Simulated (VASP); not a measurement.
# SiO2 (Stishovite) (P4_2/mnm) in VASP: a series of runs

Runs on SiO2 (Stishovite). Level: PBE. Tasks: single point.

Everything below comes from runs of VASP 6.6.1. Logs are shortened: lines on timing, memory, paths and dates and some standing lists are left out, and cuts for length are marked.

### 1 The cell of the first run

Symmetry: P4_2/mnm, No. 136, tetragonal system. Conventional cell: a = 4.177 Å, b = 4.177 Å, c = 2.665 Å, α = 90.00°, β = 90.00°, γ = 90.00°. Si (site symmetry mmm) has 6 O at 1.76 to 1.81 Å within 2.3 Å. O (site symmetry m2m) has 3 Si at 1.76 to 1.81 Å and 1 O at 2.29 Å within 2.3 Å.

### 2 Single point, PBE

The input, INCAR:

```
SYSTEM = SiO2
ALGO     = Normal         ! electronic algorithm
EDIFF    = 1E-6           ! SCF threshold, eV
ENCUT    = 600            ! plane-wave cutoff, eV
GGA      = PE             ! functional
GGA_COMPAT= .FALSE.      
ISIF     = 2              ! what is computed and relaxed
ISMEAR   = 0              ! smearing method
LASPH    = .TRUE.         ! aspherical terms in the spheres
LCHARG   = .FALSE.        ! write CHGCAR
LREAL    = .FALSE.        ! projectors in reciprocal space
LWAVE    = .FALSE.        ! write WAVECAR
NBANDS   = 25             ! bands
NELM     = 120            ! most SCF steps
PREC     = Accurate       ! precision mode
SIGMA    = 0.01           ! smearing width, eV
```

The input, KPOINTS:

```
k-points
0
G
  2 2 3
  0 0 0
```

The input, POSCAR:

```
SiO2
1.0
    4.1773000000      0.0000000000      0.0000000000
    0.0000000000      4.1773000000      0.0000000000
    0.0000000000      0.0000000000      2.6652000000
Si O
2 4
Direct
    0.0000000000      0.0000000000      0.0000000000
    0.5000000000      0.5000000000      0.5000000000
    0.3059000000      0.3059000000      0.0000000000
    0.1941000000      0.8059000000      0.5000000000
    0.6941000000      0.6941000000      0.0000000000
    0.8059000000      0.1941000000      0.5000000000
```

Potentials or basis: VASP PAW PBE potentials, release 64 (Si, O).

Run with:

```bash
$ cat potpaw_PBE.64/Si/POTCAR potpaw_PBE.64/O/POTCAR > POTCAR
$ mpirun -np 1 vasp_std > vasp.out
```

OUTCAR:

```text
SYSTEM = SiO2
   EDIFF = 1E-6
   ENCUT = 600
   GGA = PE
   ISIF = 2
   ISMEAR = 0
   LASPH = .TRUE.
   LREAL = .FALSE.
   NELM = 120
   PREC = Accurate

 ion  position               nearest neighbor table
   1  0.000  0.000  0.000-   4 1.76   6 1.76   4 1.76   6 1.76   5 1.81   3 1.81
   2  0.500  0.500  0.500-   3 1.76   5 1.76   3 1.76   5 1.76   4 1.81   6 1.81
   3  0.306  0.306  0.000-   2 1.76   2 1.76   1 1.81
   4  0.194  0.806  0.500-   1 1.76   1 1.76   2 1.81
   5  0.694  0.694  0.000-   2 1.76   2 1.76   1 1.81
   6  0.806  0.194  0.500-   1 1.76   1 1.76   2 1.81

  LATTYP: Found a simple tetragonal cell.
 ALAT       =     4.1773000000
 C/A-ratio  =     0.6380197735

  Lattice vectors:

 A1 = (   4.1773000000,   0.0000000000,   0.0000000000)
 A2 = (   0.0000000000,   4.1773000000,   0.0000000000)
 A3 = (   0.0000000000,   0.0000000000,   2.6652000000)

Analysis of symmetry for initial positions (statically):
=====================================================================
 Subroutine PRICEL returns:
 Original cell was already a primitive cell.

 Routine SETGRP: Setting up the symmetry group for a
 simple tetragonal supercell.

 Subroutine GETGRP returns: Found 16 space group operations
 (whereof  8 operations were pure point group operations)
 out of a pool of 16 trial point group operations.

The static configuration has the point symmetry D_2h.
 The point group associated with its full space group is D_4h.

Analysis of symmetry for dynamics (positions and initial velocities):
=====================================================================
 Subroutine PRICEL returns:
 Original cell was already a primitive cell.

 Routine SETGRP: Setting up the symmetry group for a
 simple tetragonal supercell.

 Subroutine GETGRP returns: Found 16 space group operations
 (whereof  8 operations were pure point group operations)
 out of a pool of 16 trial point group operations.

The dynamic configuration has the point symmetry D_2h.
 The point group associated with its full space group is D_4h.

 Subroutine INISYM returns: Found 16 space group operations
 (whereof  8 operations are pure point group operations),
 and found     1 'primitive' translations

----------------------------------------------------------------------------------------

                                     Primitive cell

  volume of cell :      46.5073

  direct lattice vectors                    reciprocal lattice vectors
     4.177300000  0.000000000  0.000000000     0.239389079  0.000000000  0.000000000
     0.000000000  4.177300000  0.000000000     0.000000000  0.239389079  0.000000000
     0.000000000  0.000000000  2.665200000     0.000000000  0.000000000  0.375206363

  length of vectors
     4.177300000  4.177300000  2.665200000     0.239389079  0.239389079  0.375206363

  position of ions in fractional coordinates (direct lattice)
     0.000000000  0.000000000  0.000000000
     0.500000000  0.500000000  0.500000000
     0.305900000  0.305900000  0.000000000
     0.194100000  0.805900000  0.500000000
     0.694100000  0.694100000  0.000000000
     0.805900000  0.194100000  0.500000000

  ion indices of the primitive-cell ions
   primitive index   ion index
                 1           1
                 2           2
                 3           3
                 4           4
                 5           5
                 6           6

----------------------------------------------------------------------------------------

 KPOINTS: k-points

Automatic generation of k-mesh.
 Grid dimensions read from file:
 generate k-points for:    2    2    3

 Generating k-lattice:

  Cartesian coordinates                     Fractional coordinates (reciprocal lattice)
     0.119694540  0.000000000  0.000000000     0.500000000  0.000000000  0.000000000
     0.000000000  0.119694540  0.000000000     0.000000000  0.500000000  0.000000000
     0.000000000  0.000000000  0.125068788     0.000000000  0.000000000  0.333333333

  Length of vectors
     0.119694540  0.119694540  0.125068788

  Shift w.r.t. Gamma in fractional coordinates (k-lattice)
     0.000000000  0.000000000  0.000000000

 Subroutine IBZKPT returns following result:
 ===========================================

 Found      6 irreducible k-points:

 Following reciprocal coordinates:
            Coordinates               Weight
  0.000000  0.000000  0.000000      1.000000
  0.500000  0.000000  0.000000      2.000000
  0.500000  0.500000  0.000000      1.000000
  0.000000  0.000000  0.333333      2.000000
  0.500000  0.000000  0.333333      4.000000
  0.500000  0.500000  0.333333      2.000000
   k-points           NKPTS =      6   k-points in BZ     NKDIM =      6   number of bands    NBANDS=     25
   number of dos      NEDOS =    301   number of ions     NIONS =      6
   total plane-waves  NPLWV =  31104
   dimension x,y,z NGX =    36 NGY =   36 NGZ =   24
   dimension x,y,z NGXF=    72 NGYF=   72 NGZF=   48
   ions per type =               2   4
   NGX,Y,Z   is equivalent  to a cutoff of  14.33, 14.33, 14.97 a.u.
   NGXF,Y,Z  is equivalent  to a cutoff of  28.65, 28.65, 29.94 a.u.
 SYSTEM =  SiO2
   PREC   = accura    normal or accurate (medium, high low for compatibility)
   ISTART =      0    job   : 0-new  1-cont  2-samecut
   ICHARG =      2    charge: 1-file 2-atom 10-const
   ISPIN  =      1    spin polarized calculation?
   LNONCOLLINEAR =      F non collinear calculations
   LSORBIT =      F    spin-orbit coupling
   LASPH  =      T    aspherical Exc in radial PAW
   ENCUT  =  600.0 eV  44.10 Ry    6.64 a.u.   8.34  8.34  5.32*2*pi/ulx,y,z
   NELM   =    120;   NELMIN=  2; NELMDL= -5     # of ELM steps
   EDIFF  = 0.1E-05   stopping-criterion for ELM
   LREAL  =      F    real-space projection
   EDIFFG = 0.1E-04   stopping-criterion for IOM
   NSW    =      0    number of steps for IOM
   IBRION =     -1    ionic relax: 0-MD 1-quasi-New 2-CG
   NFREE  =      0    steps in history (QN), initial steepest desc. (CG)
   ISIF   =      2    stress and relaxation
   ISYM   =      2    0-nonsym 1-usesym 2-fastsym
   POTIM  = 0.5000    time-step for ionic-motion
   TEBEG  =    0.0;   TEEND  =   0.0 temperature during run
   PSTRESS=    0.0 pullay stress
   NELECT =      32.0000    total number of electrons
   NUPDOWN=      -1.0000    fix difference up-down
   EMIN   =  10.00;   EMAX   =-10.00  energy-range for DOS
   EFERMI =   0.00;   METHOD = LEGACY
   ISMEAR =     0;   SIGMA  =   0.01  broadening in eV -4-tet -1-fermi 0-gaus
   EFERMI_NEDOS =   21; number of points for ismear=-14 and -15
   IALGO  =     38    algorithm
   IMIX   =      4    mixing-type and parameters
     AMIX     =   0.40;   BMIX     =  1.00
     AMIX_MAG =   1.60;   BMIX_MAG =  1.00
  volume/ion in A,a.u.               =       7.75        52.31
  Fermi-wavevector in a.u.,A,eV,Ry     =   1.445277  2.731178 28.420200  2.088826
  Thomas-Fermi vector in A             =   2.563477
   LORBIT       =      0    0 simple, 1 ext, 2 COOP (PROOUT), +10 PAW based schemes
   GGA     = PE    functional components
   LHFCALC =     F    Hartree Fock is set to
   AEXX    =    0.0000 exact exchange contribution
   IVDW    =     0    specifies the selected vdW correction
   LEPSILON=     F    determine dielectric tensor
   LRPA    =     F    only Hartree local field effects (RPA)
 non-spin polarized calculation
 Gauss-broadening in eV      SIGMA  =   0.01
  energy-cutoff  :      600.00
  volume of cell :       46.51
 maximum number of plane-waves:      1564
 NGX is ok and might be reduce to    36
   NGX = 17   NGY = 17   NGZ = 11

 number of electron      32.0000002 magnetization

 Free energy of the ion-electron system (eV)
  ---------------------------------------------------
  ext. energy  EPLUGINS =         0.00000000
  ---------------------------------------------------
  free energy    TOTEN  =       -46.15443424 eV

  energy without entropy =      -46.15443424  energy(sigma->0) =      -46.15443424

 E-fermi :   8.3268     XC(G=0): -12.2737

 val. band max:        8.2766798122   @ k =   0.0000   0.0000   0.0000
 cond. band min:      13.8929968139   @ k =   0.0000   0.0000   0.0000
 fundamental gap:      5.6163170017
 Fermi energy:         8.3268390745

 k-point     1 :       0.0000    0.0000    0.0000
  band No.  band energies     occupation
      1     -14.3247      2.00000
      2     -10.6844      2.00000
      3     -10.6844      2.00000
      4     -10.4439      2.00000
      5      -2.6345      2.00000
      6       1.8165      2.00000
[... 17 lines left out ...]
     24      22.5694      0.00000
     25      24.1384      0.00000

 k-point     2 :       0.5000    0.0000    0.0000
  band No.  band energies     occupation
      1     -13.0830      2.00000
      2     -13.0830      2.00000
      3     -10.1643      2.00000
      4     -10.1643      2.00000
      5      -1.0794      2.00000
      6      -1.0794      2.00000
[... 17 lines left out ...]
     24      21.8265      0.00000
     25      23.2108      0.00000

 k-point     3 :       0.5000    0.5000    0.0000
  band No.  band energies     occupation
      1     -12.5641      2.00000
      2     -12.5641      2.00000
      3     -11.0493      2.00000
      4     -11.0493      2.00000
      5       0.3869      2.00000
      6       0.3869      2.00000
[... 17 lines left out ...]
     24      21.8508      0.00000
     25      22.9407      0.00000

 k-point     4 :       0.0000    0.0000    0.3333
  band No.  band energies     occupation
      1     -12.9453      2.00000
      2     -10.6565      2.00000
      3     -10.0948      2.00000
      4     -10.0948      2.00000
      5      -2.2180      2.00000
      6       0.6710      2.00000
[... 17 lines left out ...]
     24      22.0470      0.00000
     25      22.1096      0.00000

 k-point     5 :       0.5000    0.0000    0.3333
  band No.  band energies     occupation
      1     -11.9674      2.00000
      2     -11.9674      2.00000
      3     -10.0128      2.00000
      4     -10.0128      2.00000
      5      -0.4117      2.00000
      6      -0.4117      2.00000
[... 17 lines left out ...]
     24      21.7506      0.00000
     25      22.1270      0.00000

 k-point     6 :       0.5000    0.5000    0.3333
  band No.  band energies     occupation
      1     -11.6605      2.00000
      2     -11.6605      2.00000
      3     -10.3688      2.00000
      4     -10.3688      2.00000
      5      -1.6929      2.00000
      6      -1.6929      2.00000
[... 17 lines left out ...]
     24      22.9300      0.00000
     25      23.2475      0.00000

------------------------ aborting loop because EDIFF is reached ----------------------------------------

  FORCE on cell =-STRESS in cart. coord.  units (eV):
  Direction    XX          YY          ZZ          XY          YZ          ZX
  --------------------------------------------------------------------------------------
  -------------------------------------------------------------------------------------
  Total        2.7421284      2.7421284      4.1279140      0.0000000      0.0000000      0.0000000
  in kB       94.4663725     94.4663725    142.2067090      0.0000000      0.0000000      0.0000000
  external PRESSURE =     110.3798180 kB  Pullay stress =       0.0000000 kB

 VOLUME and BASIS-vectors are now :
 -----------------------------------------------------------------------------
  energy-cutoff  :      600.00
  volume of cell :       46.51
      direct lattice vectors                 reciprocal lattice vectors
     4.177300000  0.000000000  0.000000000     0.239389079  0.000000000  0.000000000
     0.000000000  4.177300000  0.000000000     0.000000000  0.239389079  0.000000000
     0.000000000  0.000000000  2.665200000     0.000000000  0.000000000  0.375206363

 POSITION                                       TOTAL-FORCE (eV/Angst)
 -----------------------------------------------------------------------------------
      0.00000      0.00000      0.00000         0.000000     -0.000000      0.000000
      2.08865      2.08865      1.33260         0.000000     -0.000000      0.000000
      1.27784      1.27784      0.00000        -0.057659     -0.057659      0.000000
      0.81081      3.36649      1.33260         0.057659     -0.057659      0.000000
      2.89946      2.89946      0.00000         0.057659      0.057659     -0.000000
      3.36649      0.81081      1.33260        -0.057659      0.057659     -0.000000
 -----------------------------------------------------------------------------------
    total drift:                                0.000000      0.000000     -0.000000

  FREE ENERGIE OF THE ION-ELECTRON SYSTEM (eV)
  ---------------------------------------------------
  free  energy   TOTEN  =       -46.1544342372 eV

  energy  without entropy=      -46.1544342372  energy(sigma->0) =      -46.15443424
```

Run time: 6.8 s. Hardware: 1 thread of Intel Xeon Platinum 8375C at 2.90GHz (Ice Lake), shared host; peak memory 0.16 GiB.

Results:

```yaml
Free_energy: -46.1544 eV
Pressure: 11.0 GPa
Largest_force: 0.082 eV/Å
Band_gap_on_the_k_mesh: 5.62 eV, direct
```

Forces in eV/Å, atoms in the order of the input:
```
Si   0.000  0.000  0.000
Si   0.000  0.000  0.000
O   -0.058 -0.058  0.000
O    0.058 -0.058  0.000
O    0.058  0.058  0.000
O   -0.058  0.058  0.000
```

Stress tensor (GPa, compression positive):
```
 9.45  0.00  0.00
 0.00  9.45  0.00
 0.00  0.00 14.22
```

Caveat: the k points lie up to 0.79 Å⁻¹ apart.

### 3 Single point, PBE

The input, INCAR:

```
ALGO     = Normal         # electronic algorithm
EDIFF    = 1E-6           # SCF threshold, eV
ENCUT    = 600            # plane-wave cutoff, eV
GGA      = PE             # functional
GGA_COMPAT= False        
ISIF     = 2              # what is computed and relaxed
ISMEAR   = 0              # smearing method
LASPH    = True           # aspherical terms in the spheres
LCHARG   = False          # write CHGCAR
LREAL    = False          # projectors in reciprocal space
LWAVE    = False          # write WAVECAR
NBANDS   = 25             # bands
NELM     = 120            # most SCF steps
PREC     = Accurate       # precision mode
SIGMA    = 0.01           # smearing width, eV
```

The input, KPOINTS:

```
k-points
0
Gamma
  3 3 4
```

POSCAR is that of step 2.

Potentials or basis: VASP PAW PBE potentials, release 64 (Si, O).

Run with:

```bash
$ cat potpaw_PBE.64/Si/POTCAR potpaw_PBE.64/O/POTCAR > POTCAR
$ mpirun -np 1 vasp_std > vasp.out
```

Wall time 8.8 s (1 thread of Intel Xeon Platinum 8375C at 2.90GHz (Ice Lake), shared host); peak memory 0.17 GiB.

It converged, with:

* Free energy: -46.2540 eV
* Pressure: 11.0 GPa
* Largest force: 0.099 eV/Å
* Band gap on the k mesh: 5.62 eV, direct

Forces on the atoms (eV/Å):
```
Si   0.000  0.000  0.000
Si   0.000  0.000  0.000
O   -0.070 -0.070  0.000
O    0.070 -0.070  0.000
O    0.070  0.070  0.000
O   -0.070  0.070  0.000
```

Stress tensor (GPa, compression positive):
```
10.09  0.00  0.00
 0.00 10.09  0.00
 0.00  0.00 12.76
```

Levels at points of the mesh, in eV from the valence-band top:
| k point | band 13 | band 14 | band 15 | band 16 | band 17 | band 18 | band 19 | band 20 |
| --- | --- | --- | --- | --- | --- | --- | --- | --- |
| (0.00, 0.00, 0.00) | -2.51 | -0.88 | -0.88 | 0.00 | 5.62 | 6.72 | 8.52 | 8.52 |
| (0.00, 0.00, 0.50) | -3.08 | -3.08 | -2.69 | -2.69 | 9.11 | 9.11 | 12.66 | 12.66 |

Caveat: the k points lie up to 0.59 Å⁻¹ apart.
